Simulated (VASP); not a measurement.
Input of a VASP 6.6.1 run:

INCAR

```
SYSTEM = Ca2SeO
ALGO = Normal
EDIFF = 1E-6
ENCUT = 520
GGA = PE
ISIF = 2
ISMEAR = -1
LASPH = .True.
LCHARG = .True.
LELF = .True.
LREAL = .False.
LVHAR = .True.
LWAVE = .False.
NBANDS = 24
NELM = 100
PREC = Accurate
SIGMA = 0.02
```

The input KPOINTS:

```
k-points
0
Gamma
  8 8 8
  0 0 0
```

Contents of POSCAR:

```
Ca2SeO
1.0
    1.8846278427      1.0880903923      5.9723920596
   -1.8846278427      1.0880903923      5.9723920596
    0.0000000000     -2.1761807846      5.9723920596
O Se Ca
1 1 2
Direct
    1.0000000000      0.0000000000      0.0000000000
    0.5000000000      0.5000000000      0.5000000000
    0.2647875611      0.2647875611      0.2647875611
    0.7352124389      0.7352124389      0.7352124389
```

Potentials or basis: VASP PAW PBE potentials, release 64 (O, Se, Ca_sv).

Command:

```sh
$ cat potpaw_PBE.64/O/POTCAR potpaw_PBE.64/Se/POTCAR potpaw_PBE.64/Ca_sv/POTCAR > POTCAR
$ mpirun -np 1 vasp_std > vasp.out
```

(1) What does it give for the largest force?

(2) Estimate the pressure.

Answers

(1) 0.036 eV/Å.

(2) 5.6 GPa.

Caveat: the cell differs from its parent crystal (uniaxial z strain -5.1%).
